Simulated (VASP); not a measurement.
A run of VASP 6.6.1 is set up as follows.

INCAR

```
SYSTEM = BP
PREC = Accurate ; ENCUT = 500
EDIFF = 1E-6 ; ISMEAR = 0
SIGMA = 0.02 ; LREAL = .False.
LASPH = .True. ; NELM = 120
ALGO = Normal ; ISIF = 2
LWAVE = .False. ; LCHARG = .False.
GGA = PE ; NBANDS = 11
GGA_COMPAT = .False.
```

KPOINTS

```
regular mesh
0
Gamma
  10 10 10
  0 0 0
```

Contents of POSCAR:

```
BP
1.0
    0.0000000000      2.2511627259      2.2511627259
    2.2511627259      0.0000000000      2.2511627259
    2.2511627259      2.2511627259      0.0000000000
B P
1 1
Direct
    0.0000000000      0.0000000000      0.0000000000
    0.2500000000      0.2500000000      0.2500000000
```

Potentials or basis: VASP PAW PBE potentials, release 64 (B, P).

The run is started by

```sh
$ cat potpaw_PBE.64/B/POTCAR potpaw_PBE.64/P/POTCAR > POTCAR
$ mpirun -np 1 vasp_std > vasp.out
```

Problem. What does it give for the pressure?

Solution. 5.0 GPa.

Problem. What does it give for the band gap on the k mesh?

Solution. 1.21 eV, indirect (least direct gap 3.44 eV).

 A k mesh can miss the band edges.
